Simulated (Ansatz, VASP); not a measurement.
One calculation of KF, two programs

The input INCAR:

```
SYSTEM = KF
ALGO = Normal
EDIFF = 1E-6
ENCUT = 520
ISIF = 2
ISMEAR = 0
LASPH = .TRUE.
LCHARG = .FALSE.
LREAL = .FALSE.
LWAVE = .FALSE.
NBANDS = 15
NELM = 80
PREC = Accurate
SIGMA = 0.05
```

File KPOINTS:

```
k-points
0
G
  8 8 8
  0 0 0
```

Contents of POSCAR:

```
KF
1.0
    0.0000000000      2.5817196783      2.7753486542
    2.5365395839      0.0000000000      2.7753486542
    2.5365395839      2.5817196783      0.0000000000
K F
1 1
Direct
    0.0000000000      0.0000000000      0.0000000000
    0.5000000000      0.5000000000      0.5000000000
```

Input for Ansatz:

```yaml
crystal:
  lattice:
    - [0.0, 2.5817196783, 2.7753486542]
    - [2.5365395839, 0.0, 2.7753486542]
    - [2.5365395839, 2.5817196783, 0.0]
  atoms:
    - { symbol: K, position: [0.0, 0.0, 0.0] }
    - { symbol: F, position: [0.5, 0.5, 0.5] }
basis:
  ecutwfc: 520.0
kpoints:
  mp_grid: { grid: [8, 8, 8] }
hamiltonian:
  xc: lda
scf:
  occupations: { method: gaussian, width: 0.05 }
output:
  forces: true
  stress: true
  eigenvalues: true
  write_density: true
  write_potential: true
  elf: true
  volumetric_format: npy
```

Change from the starting cell: normal strain along x -0.0175, normal strain along z +0.0750.

Alike in both runs: task single point; functional LDA; k mesh 8 × 8 × 8; occupations gaussian, width 0.05 eV; no spin polarisation.

```csv
,VASP,Ansatz
version,VASP 6.6.1,Ansatz 0.2.0
potentials or method,"VASP PAW LDA potentials, release 64 (K_sv, F), cutoff 520 eV","scalar-relativistic, plane waves, PAW"
valence electrons in the cell,16,16
```

Ansatz gave:

| Property | Result |
| --- | --- |
| gap on the k mesh at the Fermi level (eV) | 5.94 |
| least direct gap on the mesh (eV) | 5.94 |
| pressure (GPa) | -1.5 |
| traceless stress, the component that is largest in VASP (GPa) | -2.70 |

Problem. Estimate VASP's values.

Solution. gap on the k mesh at the Fermi level (eV): 5.93; least direct gap on the mesh (eV): 5.93; pressure (GPa): -1.3; traceless stress, the component that is largest in VASP (GPa): -2.86.

LDA's correlation is that of Perdew and Zunger in VASP and of Perdew and Wang (1992) in Ansatz.
